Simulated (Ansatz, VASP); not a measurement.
## Two plane-wave programs on Nb

File INCAR:

```
PREC = Accurate
ENCUT = 500
EDIFF = 1E-7
ISMEAR = 0
SIGMA = 0.1
LREAL = False
LASPH = True
NELM = 120
ALGO = Normal
ISIF = 3
LWAVE = False
LCHARG = False
GGA = PS
IBRION = 2
NSW = 90
EDIFFG = -0.04
GGA_COMPAT = False
NELMIN = 4
```

The input KPOINTS:

```
Automatic mesh
0
Gamma
  8 8 8
```

The input POSCAR:

```
Nb
1.0
   -1.4615094497      1.4615094497      2.2234734207
    1.4615094497     -1.4615094497      2.2234734207
    1.4615094497      1.4615094497     -2.2234734207
Nb
1
Direct
    0.0000000000      0.0000000000      0.0000000000
```

Input for Ansatz:

```yaml
crystal:
  lattice:
    - [-1.4615094497, 1.4615094497, 2.2234734207]
    - [1.4615094497, -1.4615094497, 2.2234734207]
    - [1.4615094497, 1.4615094497, -2.2234734207]
  atoms:
    - { symbol: Nb, position: [0.0, 0.0, 0.0] }
basis:
  ecutwfc: 420
kpoints:
  mp_grid: { grid: [8, 8, 8] }
hamiltonian:
  xc: pbesol
scf:
  occupations: { method: gaussian, width: 0.1 }
  lower_state_search: "off"
output:
  forces: true
  stress: true
  eigenvalues: true
relax:
  adjacent_minimum: "off"
  f_tol: 0.04
  max_steps: 70
  cell: { stress_tol: 0.4 }
```

Alike in both runs: task relaxation of cell and atoms; functional PBEsol; k mesh 8 × 8 × 8; occupations gaussian, width 0.1 eV; no spin polarisation.

|  | VASP | Ansatz |
| --- | --- | --- |
| version | VASP 6.6.1 | Ansatz 0.2.0 |
| potentials or method | VASP PAW PBE potentials, release 64 (Nb_sv), cutoff 500 eV | scalar-relativistic, plane waves, PAW |
| valence electrons in the cell | 13 | 13 |

VASP gave:

- gap on the k mesh at the Fermi level, each at its own relaxed structure (eV): none
- relaxed volume (Å³/atom): 17.81
- relaxed cell length with the largest relative difference (Å): 3.074

Estimate Ansatz's values.

gap on the k mesh at the Fermi level, each at its own relaxed structure (eV): none; relaxed volume (Å³/atom): 17.82; relaxed cell length with the largest relative difference (Å): 3.075.

VASP's potentials were made for PBE, not for PBEsol. A gap of «none» marks a metal or a gap that the smearing closes.

The k mesh is coarse, so the values compare programs but aren't converged.
